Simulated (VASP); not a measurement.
The system is Re.

```xyz
3
Lattice="4.3718 0.0000 0.0000 -2.1859 3.7861 0.0000 0.0000 0.0000 2.7105" Properties=species:S:1:pos:R:3 pbc="T T T"
Re    0.0000    0.0000    0.0000
Re    0.0000    2.5241    1.3553
Re    2.1859    1.2620    1.3553
```

```yaml
Program: VASP 6.6.1
Task: relaxation of cell and atoms
Functional: PBE
Potentials_or_basis: VASP PAW PBE potentials, release 64 (Re)
Cutoff: 600 eV
k_mesh: 9 × 9 × 13
Occupations: fermi-dirac, width 0.08 eV
Spin: no spin polarisation
```

At the start: pressure 5.0 GPa; volume 14.96 Å³/atom.

Q: How do energy, volume and symmetry change on relaxing?

A: Over 6 steps the energy falls by 4.7 meV/atom and the volume is 15.17 Å³/atom (+1.4 %); space group P6/mmm (No. 191, to 0.05 Å).

Step by step:
```csv
step,energy change (eV),largest force (eV/Å),pressure (GPa),volume (Å³)
1,0.0000,0.0000,4.99,44.87
2,0.1185,0.0000,-16.23,47.95
3,-0.0127,0.0000,-0.68,45.58
4,-0.0127,0.0000,-0.56,45.56
5,-0.0123,0.0000,0.73,45.44
6,-0.0141,0.0000,0.03,45.50
```

Final structure:
```xyz
3
Lattice="4.3776 0.0000 0.0000 -2.1888 3.7911 0.0000 0.0000 0.0000 2.7418" Properties=species:S:1:pos:R:3 pbc="T T T"
Re    0.0000    0.0000    0.0000
Re    0.0000    2.5274    1.3709
Re    2.1888    1.2637    1.3709
```
